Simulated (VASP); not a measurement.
# LiCl (P6_3mc) in VASP: relaxation of cell and atoms with LDA

Aim: the relaxation of cell and atoms of LiCl with LDA.

All numbers are computed with VASP 6.6.1; they aren't measurements. Logs are shortened: lines on timing, memory, paths and dates and some standing lists are left out, and cuts for length are marked.

**1. The cell of the first run**

The structure is hexagonal, space group P6_3mc (No. 186). Conventional cell: a = 3.927 Å, b = 3.927 Å, c = 6.285 Å, α = 90.00°, β = 90.00°, γ = 120.00°. Li (site symmetry 3m) has 4 Cl at 2.39 Å within 3.2 Å. Within 3.2 Å of Cl (site symmetry 3m) lie 4 Li at 2.39 Å.

**2. Relaxation of cell and atoms, LDA**

Input file INCAR:

```
SYSTEM = LiCl
PREC = Accurate
ENCUT = 600
EDIFF = 1E-6
ISMEAR = -1
SIGMA = 0.02
LREAL = .False.
LASPH = .True.
NELM = 60
ALGO = Normal
ISIF = 3
LWAVE = .False.
LCHARG = .False.
GGA = CA
IBRION = 2
NSW = 80
EDIFFG = -0.005
```

Input file KPOINTS:

```
Automatic mesh
0
Gamma
  12 12 4
  0 0 0
```

Input file POSCAR:

```
LiCl
1.0
    3.9267688136      0.0000000000      0.0000000000
   -1.9633844068      3.4006815473      0.0000000000
    0.0000000000      0.0000000000      6.2854119542
Li Cl
2 2
Direct
    0.3333333333      0.6666666667     -0.0029826494
    0.6666666667      0.3333333333      0.4970173506
    0.3333333333      0.6666666667      0.3779826494
    0.6666666667      0.3333333333      0.8779826494
```

Potentials or basis: VASP PAW LDA potentials, release 64 (Li_sv, Cl).

Started as:

```bash
> cat potpaw_LDA.64/Li_sv/POTCAR potpaw_LDA.64/Cl/POTCAR > POTCAR
> mpirun -np 1 vasp_std > vasp.out
```

OUTCAR:

```text
SYSTEM = LiCl
   PREC = Accurate
   ENCUT = 600
   EDIFF = 1E-6
   ISMEAR = -1
   LREAL = .False.
   LASPH = .True.
   NELM = 60
   ISIF = 3
   GGA = CA
   IBRION = 2
   NSW = 80
   EDIFFG = -0.005

 ion  position               nearest neighbor table
   1  0.333  0.667  0.997-   4 2.39   4 2.39   4 2.39   3 2.39
   2  0.667  0.333  0.497-   3 2.39   3 2.39   3 2.39   4 2.39
   3  0.333  0.667  0.378-   2 2.39   2 2.39   2 2.39   1 2.39
   4  0.667  0.333  0.878-   1 2.39   1 2.39   1 2.39   2 2.39

  LATTYP: Found a hexagonal cell.
 ALAT       =     3.9267688136
 C/A-ratio  =     1.6006575005

  Lattice vectors:

 A1 = (   3.9267688136,   0.0000000000,   0.0000000000)
 A2 = (  -1.9633844068,   3.4006815473,   0.0000000000)
 A3 = (   0.0000000000,   0.0000000000,   6.2854119542)

Analysis of symmetry for initial positions (statically):
=====================================================================
 Subroutine PRICEL returns:
 Original cell was already a primitive cell.

 Routine SETGRP: Setting up the symmetry group for a
 hexagonal supercell.

 Subroutine GETGRP returns: Found 12 space group operations
 (whereof  6 operations were pure point group operations)
 out of a pool of 24 trial point group operations.

The static configuration has the point symmetry C_3v.
 The point group associated with its full space group is C_6v.

Analysis of symmetry for dynamics (positions and initial velocities):
=====================================================================
 Subroutine PRICEL returns:
 Original cell was already a primitive cell.

 Routine SETGRP: Setting up the symmetry group for a
 hexagonal supercell.

 Subroutine GETGRP returns: Found 12 space group operations
 (whereof  6 operations were pure point group operations)
 out of a pool of 24 trial point group operations.

The dynamic configuration has the point symmetry C_3v.
 The point group associated with its full space group is C_6v.

 Subroutine INISYM returns: Found 12 space group operations
 (whereof  6 operations are pure point group operations),
 and found     1 'primitive' translations

----------------------------------------------------------------------------------------

                                     Primitive cell

  volume of cell :      83.9334

  direct lattice vectors                    reciprocal lattice vectors
     3.926768814  0.000000000  0.000000000     0.254662306  0.147029351  0.000000000
    -1.963384407  3.400681547  0.000000000     0.000000000  0.294058701  0.000000000
     0.000000000  0.000000000  6.285411954     0.000000000  0.000000000  0.159098561

  length of vectors
     3.926768814  3.926768814  6.285411954     0.294058701  0.294058701  0.159098561

  position of ions in fractional coordinates (direct lattice)
     0.333333333  0.666666667  0.997017351
     0.666666667  0.333333333  0.497017351
     0.333333333  0.666666667  0.377982649
     0.666666667  0.333333333  0.877982649

  ion indices of the primitive-cell ions
   primitive index   ion index
                 1           1
                 2           2
                 3           3
                 4           4

----------------------------------------------------------------------------------------

 KPOINTS: Automatic mesh

Automatic generation of k-mesh.
 Grid dimensions read from file:
 generate k-points for:   12   12    4

 Generating k-lattice:

  Cartesian coordinates                     Fractional coordinates (reciprocal lattice)
     0.021221859  0.012252446  0.000000000     0.083333333 -0.000000000  0.000000000
     0.000000000  0.024504892  0.000000000     0.000000000  0.083333333  0.000000000
     0.000000000  0.000000000  0.039774640     0.000000000  0.000000000  0.250000000

  Length of vectors
     0.024504892  0.024504892  0.039774640

  Shift w.r.t. Gamma in fractional coordinates (k-lattice)
     0.000000000  0.000000000  0.000000000

 Subroutine IBZKPT returns following result:
 ===========================================

 Found     57 irreducible k-points:

 Following reciprocal coordinates:
            Coordinates               Weight
  0.000000  0.000000  0.000000      1.000000
  0.083333  0.000000  0.000000      6.000000
  0.166667  0.000000  0.000000      6.000000
  0.250000 -0.000000  0.000000      6.000000
  0.333333 -0.000000  0.000000      6.000000
  0.416667 -0.000000  0.000000      6.000000
[... 16 lines left out ...]
  0.250000 -0.000000  0.250000     12.000000
  0.333333 -0.000000  0.250000     12.000000
 [... further k-points ...]
   k-points           NKPTS =     57   k-points in BZ     NKDIM =     57   number of bands    NBANDS=     14
   number of dos      NEDOS =    301   number of ions     NIONS =      4
   total plane-waves  NPLWV =  51200
   dimension x,y,z NGX =    32 NGY =   32 NGZ =   50
   dimension x,y,z NGXF=    64 NGYF=   64 NGZF=  100
   ions per type =               2   2
   NGX,Y,Z   is equivalent  to a cutoff of  13.55, 13.55, 13.22 a.u.
   NGXF,Y,Z  is equivalent  to a cutoff of  27.10, 27.10, 26.45 a.u.
 SYSTEM =  LiCl
   PREC   = accura    normal or accurate (medium, high low for compatibility)
   ISTART =      0    job   : 0-new  1-cont  2-samecut
   ICHARG =      2    charge: 1-file 2-atom 10-const
   ISPIN  =      1    spin polarized calculation?
   LNONCOLLINEAR =      F non collinear calculations
   LSORBIT =      F    spin-orbit coupling
   LASPH  =      T    aspherical Exc in radial PAW
   ENCUT  =  600.0 eV  44.10 Ry    6.64 a.u.   7.84  7.84 12.55*2*pi/ulx,y,z
   NELM   =     60;   NELMIN=  2; NELMDL= -5     # of ELM steps
   EDIFF  = 0.1E-05   stopping-criterion for ELM
   LREAL  =      F    real-space projection
   EDIFFG = -.5E-02   stopping-criterion for IOM
   NSW    =     80    number of steps for IOM
   IBRION =      2    ionic relax: 0-MD 1-quasi-New 2-CG
   NFREE  =      1    steps in history (QN), initial steepest desc. (CG)
   ISIF   =      3    stress and relaxation
   ISYM   =      2    0-nonsym 1-usesym 2-fastsym
   POTIM  = 0.5000    time-step for ionic-motion
   TEBEG  =    0.0;   TEEND  =   0.0 temperature during run
   PSTRESS=    0.0 pullay stress
   NELECT =      20.0000    total number of electrons
   NUPDOWN=      -1.0000    fix difference up-down
   EMIN   =  10.00;   EMAX   =-10.00  energy-range for DOS
   EFERMI =   0.00;   METHOD = LEGACY
   ISMEAR =    -1;   SIGMA  =   0.02  broadening in eV -4-tet -1-fermi 0-gaus
   EFERMI_NEDOS =   21; number of points for ismear=-14 and -15
   IALGO  =     38    algorithm
   IMIX   =      4    mixing-type and parameters
     AMIX     =   0.40;   BMIX     =  1.00
     AMIX_MAG =   1.60;   BMIX_MAG =  1.00
  volume/ion in A,a.u.               =      20.98       141.60
  Fermi-wavevector in a.u.,A,eV,Ry     =   1.014939  1.917956 14.015369  1.030101
  Thomas-Fermi vector in A             =   2.148195
   LORBIT       =      0    0 simple, 1 ext, 2 COOP (PROOUT), +10 PAW based schemes
   GGA     = CA    functional components
   LHFCALC =     F    Hartree Fock is set to
   AEXX    =    0.0000 exact exchange contribution
   IVDW    =     0    specifies the selected vdW correction
   LEPSILON=     F    determine dielectric tensor
   LRPA    =     F    only Hartree local field effects (RPA)
 conjugate gradient relaxation of ions
 non-spin polarized calculation
  energy-cutoff  :      600.00
  volume of cell :       83.93
 maximum number of plane-waves:      2826
 NGX is ok and might be reduce to    32
   NGX = 15   NGY = 15   NGZ = 25

--------------------------------------- Ionic step        1  -------------------------------------------

 number of electron      19.9999992 magnetization

 Free energy of the ion-electron system (eV)
  ---------------------------------------------------
  ext. energy  EPLUGINS =         0.00000000
  ---------------------------------------------------
  free energy    TOTEN  =       -15.98040663 eV

  energy without entropy =      -15.98040663  energy(sigma->0) =      -15.98040663

------------------------ aborting loop because EDIFF is reached ----------------------------------------

  FORCE on cell =-STRESS in cart. coord.  units (eV):
  Direction    XX          YY          ZZ          XY          YZ          ZX
  --------------------------------------------------------------------------------------
  -------------------------------------------------------------------------------------
  Total       -1.3471409     -1.3471409     -1.3778054      0.0000000     -0.0000000      0.0000000
  in kB      -25.7151196    -25.7151196    -26.3004639      0.0000000     -0.0000000      0.0000000
  external PRESSURE =     -25.9102343 kB  Pullay stress =       0.0000000 kB
[... 95 lines left out ...]
  FREE ENERGIE OF THE ION-ELECTRON SYSTEM (eV)
  ---------------------------------------------------
  free  energy   TOTEN  =       -16.0567599390 eV

  energy  without entropy=      -16.0567599390  energy(sigma->0) =      -16.05675994

[... ionic steps 4 to 8 ...]

--------------------------------------- Ionic step        9  -------------------------------------------

 number of electron      20.0000014 magnetization

------------------------ aborting loop because EDIFF is reached ----------------------------------------
[... 71 lines left out ...]
--------------------------------------- Ionic step       11  -------------------------------------------

 number of electron      20.0000014 magnetization

 Free energy of the ion-electron system (eV)
  ---------------------------------------------------
  ext. energy  EPLUGINS =         0.00000000
  ---------------------------------------------------
  free energy    TOTEN  =       -16.05745423 eV

  energy without entropy =      -16.05745423  energy(sigma->0) =      -16.05745423

 E-fermi :  -0.2831     XC(G=0):  -8.5545

 val. band max:       -0.6977408490   @ k =   0.0000   0.0000   0.0000
 cond. band min:       5.1709169345   @ k =   0.0000   0.0000   0.0000
 fundamental gap:      5.8686577835
 Fermi energy:        -0.2830939413

 k-point     1 :       0.0000    0.0000    0.0000
  band No.  band energies     occupation
      1     -42.4538      2.00000
      2     -42.4506      2.00000
      3     -13.6486      2.00000
      4     -13.2257      2.00000
      5      -3.2276      2.00000
      6      -1.2422      2.00000
      7      -1.2422      2.00000
      8      -0.8286      2.00000
      9      -0.8286      2.00000
     10      -0.6977      2.00000
     11       5.1709      0.00000
     12       7.4157      0.00000
     13       8.9624      0.00000
     14       8.9624      0.00000
[... 377 lines left out ...]
      1     -42.4515      2.00000
      2     -42.4502      2.00000
      3     -13.3661      2.00000
      4     -13.1914      2.00000
      5      -2.8110      2.00000
      6      -2.3665      2.00000
      7      -1.9618      2.00000
      8      -1.6538      2.00000
      9      -1.1788      2.00000
     10      -1.1508      2.00000
     11       6.4037      0.00000
     12       7.1529      0.00000
     13       8.7698      0.00000
     14       9.4661      0.00000

 [... further k-points ...]
[... 5 lines left out ...]
  --------------------------------------------------------------------------------------
  -------------------------------------------------------------------------------------
  Total        0.0000223      0.0000223      0.0042735      0.0000000      0.0000000      0.0000000
  in kB        0.0004742      0.0004742      0.0909383      0.0000000      0.0000000      0.0000000
  external PRESSURE =       0.0306289 kB  Pullay stress =       0.0000000 kB
[... 19 lines left out ...]
  FREE ENERGIE OF THE ION-ELECTRON SYSTEM (eV)
  ---------------------------------------------------
  free  energy   TOTEN  =       -16.0574542291 eV

  energy  without entropy=      -16.0574542291  energy(sigma->0) =      -16.05745423

 reached required accuracy - stopping structural energy minimisation
```

It took 4.5 min on 1 thread of Intel Xeon Platinum 8259CL at 2.50GHz (Skylake/Cascade Lake), shared host; peak memory 0.21 GiB.

What came out:

| Item | Value |
| --- | --- |
| Free energy | -16.0575 eV |
| Relaxed volume | 18.82 Å³/atom |
| Relaxed cell | a = 3.799 Å, b = 3.799 Å, c = 6.024 Å, α = 90.00°, β = 90.00°, γ = 120.00° |
| Space group after relaxing (to 0.1 Å) | P6_3mc (No. 186) |
| Energy gained by relaxing | 19.3 meV/atom |
| Ionic steps | 11 |
| Pressure after relaxing | 0.0 GPa |
| Band gap on the k mesh | 5.87 eV |

The path:
| step | energy change (eV) | largest force (eV/Å) | pressure (GPa) | volume (Å³) |
| --- | --- | --- | --- | --- |
| 1 | 0.0000 | 0.0022 | -2.59 | 83.93 |
| 2 | -0.0533 | 0.0009 | -1.56 | 79.88 |
| 3 | -0.0764 | 0.0055 | -0.26 | 75.98 |
| 4 | -0.0769 | 0.0065 | 0.02 | 75.27 |
| 5 | -0.0769 | 0.0062 | -0.05 | 75.43 |
| 6 | -0.0769 | 0.0056 | -0.05 | 75.43 |
| 7 | -0.0769 | 0.0041 | -0.05 | 75.43 |
| 8 | -0.0770 | 0.0012 | -0.04 | 75.41 |
| 9 | -0.0770 | 0.0040 | -0.04 | 75.39 |
| 10 | -0.0770 | 0.0037 | 0.07 | 75.12 |
| 11 | -0.0770 | 0.0012 | 0.00 | 75.29 |

Final structure:
```
CELL_PARAMETERS angstrom
3.79884 0.00000 0.00000
-1.89942 3.28990 0.00000
0.00000 0.00000 6.02443
ATOMIC_POSITIONS crystal
Li 0.33333 0.66667 0.99576
Li 0.66667 0.33333 0.49576
Cl 0.33333 0.66667 0.37924
Cl 0.66667 0.33333 0.87924
```

Caveat: the cutoff is under 1.25 times the usual one of these potentials, so pressure, stress and relaxed cells hold a basis-set (Pulay) error; the structure was generated, so it needn't be the stable form of LiCl. A k mesh can miss the band edges.
